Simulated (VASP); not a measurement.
# AgCl (Fm-3m) in VASP: a series of runs

Runs on AgCl. Level: PBEsol. Tasks: electric field gradients.

Program: VASP 6.6.1. These are calculated values, not measurements. Logs are shortened: lines on timing, memory, paths and dates and some standing lists are left out, and cuts for length are marked.

## Step 1: The cell of the first run

It takes space group Fm-3m (No. 225, cubic). The conventional cell has a = 5.471 Å, b = 5.471 Å, c = 5.471 Å, α = 90.00°, β = 90.00°, γ = 90.00°. Ag (site symmetry m-3m) has 6 Cl at 2.74 Å within 3.6 Å. Within 3.6 Å of Cl (site symmetry m-3m) lie 6 Ag at 2.74 Å.

## Step 2: Electric field gradients, PBEsol (volume scaled by 0.96)

Input file INCAR:

```
SYSTEM = AgCl
PREC     = Accurate       ! precision mode
ENCUT    = 520            ! plane-wave cutoff, eV
EDIFF    = 1E-8           ! SCF threshold, eV
ISMEAR   = -1             ! smearing method
SIGMA    = 0.01           ! smearing width, eV
LREAL    = .False.        ! projectors in reciprocal space
LASPH    = .True.         ! aspherical terms in the spheres
NELM     = 60             ! most SCF steps
ALGO     = Normal         ! electronic algorithm
ISIF     = 2              ! what is computed and relaxed
LWAVE    = .False.        ! write WAVECAR
LCHARG   = .False.        ! write CHGCAR
GGA      = PS             ! functional
LEFG     = .True.       
NBANDS   = 16             ! bands
```

Input file KPOINTS:

```
Automatic mesh
0
Gamma
  9 9 9
  0 0 0
```

Input file POSCAR:

```
AgCl
1.0
    0.0000000000      2.7356704056      2.7356704056
    2.7356704056      0.0000000000      2.7356704056
    2.7356704056      2.7356704056      0.0000000000
Ag Cl
1 1
Direct
    0.5000000000      0.5000000000      0.5000000000
    0.0000000000      0.0000000000      0.0000000000
```

Potentials or basis: VASP PAW PBE potentials, release 64 (Ag, Cl).

On the command line:

```
$ cat potpaw_PBE.64/Ag/POTCAR potpaw_PBE.64/Cl/POTCAR > POTCAR
$ mpirun -np 1 vasp_std > vasp.out
```

OUTCAR:

```text
SYSTEM = AgCl
   PREC = Accurate
   ENCUT = 520
   EDIFF = 1E-8
   ISMEAR = -1
   LREAL = .False.
   LASPH = .True.
   NELM = 60
   ISIF = 2
   GGA = PS

 ion  position               nearest neighbor table
   1  0.500  0.500  0.500-   2 2.74   2 2.74   2 2.74   2 2.74   2 2.74   2 2.74
   2  0.000  0.000  0.000-   1 2.74   1 2.74   1 2.74   1 2.74   1 2.74   1 2.74

  LATTYP: Found a face centered cubic cell.
 ALAT       =     5.4713408112

  Lattice vectors:

 A1 = (   0.0000000000,   2.7356704056,   2.7356704056)
 A2 = (   2.7356704056,   0.0000000000,   2.7356704056)
 A3 = (   2.7356704056,   2.7356704056,   0.0000000000)

Analysis of symmetry for initial positions (statically):
=====================================================================
 Subroutine PRICEL returns:
 Original cell was already a primitive cell.

 Routine SETGRP: Setting up the symmetry group for a
 face centered cubic supercell.

 Subroutine GETGRP returns: Found 48 space group operations
 (whereof 48 operations were pure point group operations)
 out of a pool of 48 trial point group operations.

The static configuration has the point symmetry O_h .

Analysis of symmetry for dynamics (positions and initial velocities):
=====================================================================
 Subroutine PRICEL returns:
 Original cell was already a primitive cell.

 Routine SETGRP: Setting up the symmetry group for a
 face centered cubic supercell.

 Subroutine GETGRP returns: Found 48 space group operations
 (whereof 48 operations were pure point group operations)
 out of a pool of 48 trial point group operations.

The dynamic configuration has the point symmetry O_h .

 Subroutine INISYM returns: Found 48 space group operations
 (whereof 48 operations are pure point group operations),
 and found     1 'primitive' translations

----------------------------------------------------------------------------------------

                                     Primitive cell

  volume of cell :      40.9469

  direct lattice vectors                    reciprocal lattice vectors
     0.000000000  2.735670406  2.735670406    -0.182770556  0.182770556  0.182770556
     2.735670406  0.000000000  2.735670406     0.182770556 -0.182770556  0.182770556
     2.735670406  2.735670406  0.000000000     0.182770556  0.182770556 -0.182770556

  length of vectors
     3.868822190  3.868822190  3.868822190     0.316567888  0.316567888  0.316567888

  position of ions in fractional coordinates (direct lattice)
     0.500000000  0.500000000  0.500000000
     0.000000000  0.000000000  0.000000000

  ion indices of the primitive-cell ions
   primitive index   ion index
                 1           1
                 2           2

----------------------------------------------------------------------------------------

 KPOINTS: Automatic mesh

Automatic generation of k-mesh.
 Grid dimensions read from file:
 generate k-points for:    9    9    9

 Generating k-lattice:

  Cartesian coordinates                     Fractional coordinates (reciprocal lattice)
    -0.020307840  0.020307840  0.020307840     0.111111111  0.000000000  0.000000000
     0.020307840 -0.020307840  0.020307840     0.000000000  0.111111111  0.000000000
     0.020307840  0.020307840 -0.020307840     0.000000000  0.000000000  0.111111111

  Length of vectors
     0.035174210  0.035174210  0.035174210

  Shift w.r.t. Gamma in fractional coordinates (k-lattice)
     0.000000000  0.000000000  0.000000000

 Subroutine IBZKPT returns following result:
 ===========================================

 Found     35 irreducible k-points:

 Following reciprocal coordinates:
            Coordinates               Weight
  0.000000  0.000000  0.000000      1.000000
  0.111111  0.000000  0.000000      8.000000
  0.222222  0.000000  0.000000      8.000000
  0.333333  0.000000  0.000000      8.000000
  0.444444  0.000000  0.000000      8.000000
  0.111111  0.111111  0.000000      6.000000
[... 16 lines left out ...]
 -0.333333  0.333333  0.000000     12.000000
  0.444444  0.444444  0.000000      6.000000
 [... further k-points ...]
   k-points           NKPTS =     35   k-points in BZ     NKDIM =     35   number of bands    NBANDS=     16
   number of dos      NEDOS =    301   number of ions     NIONS =      2
   total plane-waves  NPLWV =  27000
   dimension x,y,z NGX =    30 NGY =   30 NGZ =   30
   dimension x,y,z NGXF=    60 NGYF=   60 NGZF=   60
   ions per type =               1   1
   NGX,Y,Z   is equivalent  to a cutoff of  12.89, 12.89, 12.89 a.u.
   NGXF,Y,Z  is equivalent  to a cutoff of  25.78, 25.78, 25.78 a.u.
 SYSTEM =  AgCl
   PREC   = accura    normal or accurate (medium, high low for compatibility)
   ISTART =      0    job   : 0-new  1-cont  2-samecut
   ICHARG =      2    charge: 1-file 2-atom 10-const
   ISPIN  =      1    spin polarized calculation?
   LNONCOLLINEAR =      F non collinear calculations
   LSORBIT =      F    spin-orbit coupling
   LASPH  =      T    aspherical Exc in radial PAW
   ENCUT  =  520.0 eV  38.22 Ry    6.18 a.u.   7.19  7.19  7.19*2*pi/ulx,y,z
   NELM   =     60;   NELMIN=  2; NELMDL= -5     # of ELM steps
   EDIFF  = 0.1E-07   stopping-criterion for ELM
   LREAL  =      F    real-space projection
   EDIFFG = 0.1E-06   stopping-criterion for IOM
   NSW    =      0    number of steps for IOM
   IBRION =     -1    ionic relax: 0-MD 1-quasi-New 2-CG
   NFREE  =      0    steps in history (QN), initial steepest desc. (CG)
   ISIF   =      2    stress and relaxation
   ISYM   =      2    0-nonsym 1-usesym 2-fastsym
   POTIM  = 0.5000    time-step for ionic-motion
   TEBEG  =    0.0;   TEEND  =   0.0 temperature during run
   PSTRESS=    0.0 pullay stress
   NELECT =      18.0000    total number of electrons
   NUPDOWN=      -1.0000    fix difference up-down
   EMIN   =  10.00;   EMAX   =-10.00  energy-range for DOS
   EFERMI =   0.00;   METHOD = LEGACY
   ISMEAR =    -1;   SIGMA  =   0.01  broadening in eV -4-tet -1-fermi 0-gaus
   EFERMI_NEDOS =   21; number of points for ismear=-14 and -15
   IALGO  =     38    algorithm
   IMIX   =      4    mixing-type and parameters
     AMIX     =   0.40;   BMIX     =  1.00
     AMIX_MAG =   1.60;   BMIX_MAG =  1.00
  volume/ion in A,a.u.               =      20.47       138.16
  Fermi-wavevector in a.u.,A,eV,Ry     =   1.244778  2.352289 21.081849  1.549472
  Thomas-Fermi vector in A             =   2.379030
   LORBIT       =      0    0 simple, 1 ext, 2 COOP (PROOUT), +10 PAW based schemes
   GGA     = PS    functional components
   LHFCALC =     F    Hartree Fock is set to
   AEXX    =    0.0000 exact exchange contribution
   IVDW    =     0    specifies the selected vdW correction
   LEPSILON=     F    determine dielectric tensor
   LRPA    =     F    only Hartree local field effects (RPA)
 non-spin polarized calculation
  energy-cutoff  :      520.00
  volume of cell :       40.95
 maximum number of plane-waves:      1118
 NGX is ok and might be reduce to    30
   NGX = 15   NGY = 15   NGZ = 15

 number of electron      18.0000002 magnetization

 Free energy of the ion-electron system (eV)
  ---------------------------------------------------
  ext. energy  EPLUGINS =         0.00000000
  ---------------------------------------------------
  free energy    TOTEN  =        -6.05982151 eV

  energy without entropy =       -6.05982151  energy(sigma->0) =       -6.05982151

 E-fermi :   4.4093     XC(G=0): -10.4303

 val. band max:        4.1920527027   @ k =   0.4444   0.0000   0.0000
 cond. band min:       4.9653044731   @ k =   0.0000   0.0000   0.0000
 fundamental gap:      0.7732517704
 Fermi energy:         4.4092972861

 k-point     1 :       0.0000    0.0000    0.0000
  band No.  band energies     occupation
      1     -11.1825      2.00000
      2       1.5927      2.00000
      3       1.5927      2.00000
      4       1.5927      2.00000
      5       1.6348      2.00000
      6       1.6348      2.00000
[... 8 lines left out ...]
     15      17.6449      0.00000
     16      17.6449      0.00000

 k-point     2 :       0.1111    0.0000    0.0000
  band No.  band energies     occupation
      1     -11.1278      2.00000
      2       0.9506      2.00000
      3       0.9844      2.00000
      4       0.9844      2.00000
      5       1.6424      2.00000
      6       1.6424      2.00000
[... 8 lines left out ...]
     15      16.3432      0.00000
     16      16.8377      0.00000
[... 387 lines left out ...]
      5       1.8823      2.00000
      6       2.0264      2.00000
[... 8 lines left out ...]
     15      17.2142      0.00000
     16      20.6203      0.00000

 k-point    24 :       0.4444    0.4444    0.0000
  band No.  band energies     occupation
      1     -10.6697      2.00000
      2      -0.5213      2.00000
      3       0.9214      2.00000
      4       0.9214      2.00000
      5       1.2265      2.00000
      6       1.8412      2.00000
[... 8 lines left out ...]
     15      19.6613      0.00000
     16      19.6615      0.00000

 [... further k-points ...]
[... 5 lines left out ...]
  --------------------------------------------------------------------------------------
  -------------------------------------------------------------------------------------
  Total       -0.2085997     -0.2085997     -0.2085997      0.0000000     -0.0000000      0.0000000
  in kB       -8.1621208     -8.1621208     -8.1621208      0.0000000     -0.0000000      0.0000000
  external PRESSURE =      -8.1621208 kB  Pullay stress =       0.0000000 kB

 VOLUME and BASIS-vectors are now :
 -----------------------------------------------------------------------------
  energy-cutoff  :      520.00
  volume of cell :       40.95
      direct lattice vectors                 reciprocal lattice vectors
     0.000000000  2.735670406  2.735670406    -0.182770556  0.182770556  0.182770556
     2.735670406  0.000000000  2.735670406     0.182770556 -0.182770556  0.182770556
     2.735670406  2.735670406  0.000000000     0.182770556  0.182770556 -0.182770556

 POSITION                                       TOTAL-FORCE (eV/Angst)
 -----------------------------------------------------------------------------------
      2.73567      2.73567      2.73567         0.000000      0.000000      0.000000
      0.00000      0.00000      0.00000        -0.000000     -0.000000     -0.000000
 -----------------------------------------------------------------------------------
    total drift:                                0.000000      0.000000      0.000000

  FREE ENERGIE OF THE ION-ELECTRON SYSTEM (eV)
  ---------------------------------------------------
  free  energy   TOTEN  =        -6.0598215092 eV

  energy  without entropy=       -6.0598215092  energy(sigma->0) =       -6.05982151

 Electric field gradients (V/A^2)
---------------------------------------------------------------------
 ion       V_xx      V_yy      V_zz      V_xy      V_xz      V_yz
---------------------------------------------------------------------
   1       0.000    -0.000    -0.000    -0.001    -0.001    -0.001
   2       0.000    -0.000    -0.000    -0.001    -0.001    -0.001
---------------------------------------------------------------------

 Electric field gradients after diagonalization (V/A^2)
 (convention: |V_zz| > |V_xx| > |V_yy|)
----------------------------------------------------------------------
 ion       V_xx      V_yy      V_zz     asymmetry (V_yy - V_xx)/ V_zz
----------------------------------------------------------------------
   1       0.001     0.001    -0.002       0.000
   2       0.001     0.001    -0.001       0.000
----------------------------------------------------------------------

           NMR quadrupolar parameters

 Cq : quadrupolar parameter    Cq=e*Q*V_zz/h
 eta: asymmetry parameters     (V_yy - V_xx)/ V_zz
 Q  : nuclear electric quadrupole moment in mb (millibarn)
----------------------------------------------------------------------
 ion       Cq(MHz)       eta       Q (mb)
----------------------------------------------------------------------
   1      -0.000       0.000       1.000
   2      -0.000       0.000       1.000
----------------------------------------------------------------------
```

It took 23 s on 1 thread of Intel Xeon Platinum 8259CL at 2.50GHz (Skylake/Cascade Lake), shared host; peak memory 0.18 GiB.

What came out:

| Property | Result |
| --- | --- |
| Free energy | -6.0598 eV |
| Pressure | -0.8 GPa |
| Band gap on the k mesh | 0.77 eV, indirect (least direct gap 3.14 eV) |

Caveat: without QUAD_EFG the Cq values of the log hold for a quadrupole moment of 1 mb, not for the nuclei; the PAW data sets were made with another functional, which shifts forces and pressure a little.

## Step 3: Electric field gradients, PBEsol (volume scaled by 0.96)

Input file INCAR:

```
  PREC = Accurate
  ENCUT = 520
  EDIFF = 1E-8
  ISMEAR = -1
  SIGMA = 0.01
  LREAL = False
  LASPH = True
  NELM = 60
  ALGO = Normal
  ISIF = 2
  LWAVE = False
  LCHARG = False
  GGA = PS
  LEFG = True
  NBANDS = 16
```

Input file KPOINTS:

```
regular mesh
0
Gamma
  9 9 9
```

POSCAR is that of step 2.

Potentials or basis: VASP PAW PBE potentials, release 64 (Ag, Cl).

On the command line:

```
$ cat potpaw_PBE.64/Ag/POTCAR potpaw_PBE.64/Cl/POTCAR > POTCAR
$ mpirun -np 1 vasp_std > vasp.out
```

OUTCAR:

```text
PREC = Accurate
   ENCUT = 520
   EDIFF = 1E-8
   ISMEAR = -1
   LREAL = False
   LASPH = True
   NELM = 60
   ISIF = 2
   GGA = PS

 ion  position               nearest neighbor table
   1  0.500  0.500  0.500-   2 2.74   2 2.74   2 2.74   2 2.74   2 2.74   2 2.74
   2  0.000  0.000  0.000-   1 2.74   1 2.74   1 2.74   1 2.74   1 2.74   1 2.74

  LATTYP: Found a face centered cubic cell.
 ALAT       =     5.4713408112

  Lattice vectors:

 A1 = (   0.0000000000,   2.7356704056,   2.7356704056)
 A2 = (   2.7356704056,   0.0000000000,   2.7356704056)
 A3 = (   2.7356704056,   2.7356704056,   0.0000000000)

Analysis of symmetry for initial positions (statically):
=====================================================================
 Subroutine PRICEL returns:
 Original cell was already a primitive cell.

 Routine SETGRP: Setting up the symmetry group for a
 face centered cubic supercell.

[... 644 lines left out ...]
  volume of cell :       40.95
      direct lattice vectors                 reciprocal lattice vectors
     0.000000000  2.735670406  2.735670406    -0.182770556  0.182770556  0.182770556
     2.735670406  0.000000000  2.735670406     0.182770556 -0.182770556  0.182770556
     2.735670406  2.735670406  0.000000000     0.182770556  0.182770556 -0.182770556

 POSITION                                       TOTAL-FORCE (eV/Angst)
 -----------------------------------------------------------------------------------
      2.73567      2.73567      2.73567         0.000000      0.000000      0.000000
      0.00000      0.00000      0.00000        -0.000000     -0.000000     -0.000000
 -----------------------------------------------------------------------------------
    total drift:                                0.000000      0.000000      0.000000

  FREE ENERGIE OF THE ION-ELECTRON SYSTEM (eV)
  ---------------------------------------------------
  free  energy   TOTEN  =        -6.0598215092 eV

  energy  without entropy=       -6.0598215092  energy(sigma->0) =       -6.05982151

 Electric field gradients (V/A^2)
---------------------------------------------------------------------
 ion       V_xx      V_yy      V_zz      V_xy      V_xz      V_yz
---------------------------------------------------------------------
   1       0.000    -0.000    -0.000    -0.001    -0.001    -0.001
   2       0.000    -0.000    -0.000    -0.001    -0.001    -0.001
---------------------------------------------------------------------

 Electric field gradients after diagonalization (V/A^2)
 (convention: |V_zz| > |V_xx| > |V_yy|)
----------------------------------------------------------------------
 ion       V_xx      V_yy      V_zz     asymmetry (V_yy - V_xx)/ V_zz
----------------------------------------------------------------------
   1       0.001     0.001    -0.002       0.000
   2       0.001     0.001    -0.001       0.000
----------------------------------------------------------------------

           NMR quadrupolar parameters

 Cq : quadrupolar parameter    Cq=e*Q*V_zz/h
 eta: asymmetry parameters     (V_yy - V_xx)/ V_zz
 Q  : nuclear electric quadrupole moment in mb (millibarn)
----------------------------------------------------------------------
 ion       Cq(MHz)       eta       Q (mb)
----------------------------------------------------------------------
   1      -0.000       0.000       1.000
   2      -0.000       0.000       1.000
----------------------------------------------------------------------
```

OSZICAR:

```text
N       E                     dE             d eps       ncg     rms          rms(c)
DAV:   1     0.901125994939E+02    0.90113E+02   -0.87146E+03  1120   0.103E+03
DAV:   2    -0.323979730970E+01   -0.93352E+02   -0.85659E+02  1400   0.217E+02
DAV:   3    -0.620606103178E+01   -0.29663E+01   -0.29584E+01  1432   0.390E+01
DAV:   4    -0.622000169045E+01   -0.13941E-01   -0.13940E-01  1368   0.310E+00
DAV:   5    -0.622014613013E+01   -0.14444E-03   -0.14444E-03  1440   0.315E-01    0.721E+00
DAV:   6    -0.606412453285E+01    0.15602E+00   -0.28000E-01  1456   0.709E+00    0.466E+00
DAV:   7    -0.606119031077E+01    0.29342E-02   -0.66207E-02  1304   0.170E+00    0.206E+00
DAV:   8    -0.605982276865E+01    0.13675E-02   -0.36672E-03  1352   0.625E-01    0.294E-01
DAV:   9    -0.605979514283E+01    0.27626E-04   -0.37266E-04  1424   0.250E-01    0.443E-02
DAV:  10    -0.605981869668E+01   -0.23554E-04   -0.34338E-05  1392   0.545E-02    0.123E-02
DAV:  11    -0.605982154963E+01   -0.28529E-05   -0.22682E-06  1424   0.120E-02    0.236E-03
DAV:  12    -0.605982157253E+01   -0.22905E-07   -0.21870E-07  1344   0.324E-03    0.680E-04
DAV:  13    -0.605982151772E+01    0.54805E-07   -0.21373E-08  1392   0.128E-03    0.484E-04
DAV:  14    -0.605982150925E+01    0.84799E-08   -0.14466E-09   776   0.280E-04
   1 F= -.60598215E+01 E0= -.60598215E+01  d E =-.457478E-11
```

stdout:

```text
POSCAR found type information on POSCAR AgCl
 POSCAR found :  2 types and       2 ions
 scaLAPACK will be used
 -----------------------------------------------------------------------------
|                                                                             |
|                                                                             |
|     You enforced a specific xc type in the INCAR file but a different       |
|     I HOPE YOU KNOW WHAT YOU ARE DOING!                                     |
|                                                                             |
 -----------------------------------------------------------------------------

 LDA part: xc-table for (Slater+PW92), standard interpolation
 POSCAR, INCAR and KPOINTS ok, starting setup
 FFT: planning ... GRIDC
 FFT: planning ... GRID_SOFT
 FFT: planning ... GRID
 WAVECAR not read
 entering main loop
ion   1

ion   2
```

It took 23 s on 1 thread of Intel Xeon Platinum 8259CL at 2.50GHz (Skylake/Cascade Lake), shared host; peak memory 0.18 GiB.

Results:

```yaml
Free_energy: -6.0598 eV
Pressure: -0.8 GPa
Band_gap_on_the_k_mesh: 0.77 eV, indirect (least direct gap 3.14 eV)
```

Caveat: without QUAD_EFG the Cq values of the log hold for a quadrupole moment of 1 mb, not for the nuclei; the PAW data sets were made with another functional, which shifts forces and pressure a little. A k mesh can miss the band edges.
